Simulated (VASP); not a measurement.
Wanted: the native input for a VASP 6.6.1 run.

- Task: single point
- Functional: PBE
- Potentials or basis: VASP PAW PBE potentials, release 64 (Ag)
- Cutoff: 520 eV
- k mesh: 15 × 15 × 14
- Occupations: fermi-dirac, width 0.08 eV
- Spin: no spin polarisation
- Dipole correction: no
- Further INCAR settings: ALGO = Normal; EDIFF = 1e-07; NBANDS = 12

The structure of Ag lies in POSCAR:

```
Ag
1.0
    2.5130750006      0.0000000000      0.0000000000
   -1.2565375003      2.1763867921      0.0000000000
    0.0000000000      0.0000000000      2.4152672835
Ag
1
Direct
    0.0000000000      0.0000000000      0.0000000000
```

This cell differs from its parent crystal: volume scaled by 0.68.

The input as run:

INCAR

```
SYSTEM = Ag
PREC = Accurate ; ENCUT = 520
EDIFF = 1E-7 ; ISMEAR = -1
SIGMA = 0.08 ; LREAL = .FALSE.
LASPH = .TRUE. ; NELM = 60
ALGO = Normal ; ISIF = 2
LWAVE = .FALSE. ; LCHARG = .TRUE.
GGA = PE ; LELF = .TRUE.
LVHAR = .TRUE. ; NBANDS = 12
```

KPOINTS

```
Automatic mesh
0
G
  15 15 14
  0 0 0
```

Potentials or basis: VASP PAW PBE potentials, release 64 (Ag).

Run with:

```console
$ cat potpaw_PBE.64/Ag/POTCAR > POTCAR
$ mpirun -np 1 vasp_std > vasp.out
```

It gave:

```yaml
Pressure: 86.8 GPa
```

Run time: 29 s on 1 thread of AMD EPYC 7R43 64-Core Processor (Zen 3), on a shared host, peak memory 0.11 GiB.
